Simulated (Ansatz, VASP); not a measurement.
# Two plane-wave programs on Se

```xyz
3
Lattice="4.3662 0.0000 0.0000 -2.1831 3.7812 0.0000 0.0000 0.0000 5.0031" Properties=species:S:1:pos:R:3 pbc="T T T"
Se    1.6910    2.9289    0.0000
Se   -0.4921    0.8523    3.3354
Se    0.9841    0.0000    1.6677
```

Alike in both runs: functional PBE; k mesh 6 × 6 × 5; occupations fermi-dirac, width 0.05 eV; no spin polarisation.

|  | VASP | Ansatz |
| --- | --- | --- |
| version | VASP 6.6.1 | Ansatz 0.2.0 |
| potentials or method | VASP PAW PBE potentials, release 64 (Se) | Ansatz PAW |
| plane-wave cutoff (eV) | 520 | 420 |
| valence electrons in the cell | 18 | 48 |
| task | single point | band structure |

Ansatz gave:

```
pressure (GPa)                                                : 2.0
traceless stress, the component that is largest in VASP (GPa) : 0.68
rms of the force components (eV/Å)                            : 0.163
```

What did VASP give for the same quantities?

Pressure (GPa): 2.1; traceless stress, the component that is largest in VASP (GPa): 0.72; rms of the force components (eV/Å): 0.180.

Atom by atom the forces differ by 0.017 eV/Å (rms over components). VASP's potentials hold 18 valence electrons a cell and Ansatz's 48, so a difference there can come from the potentials and not from the codes.
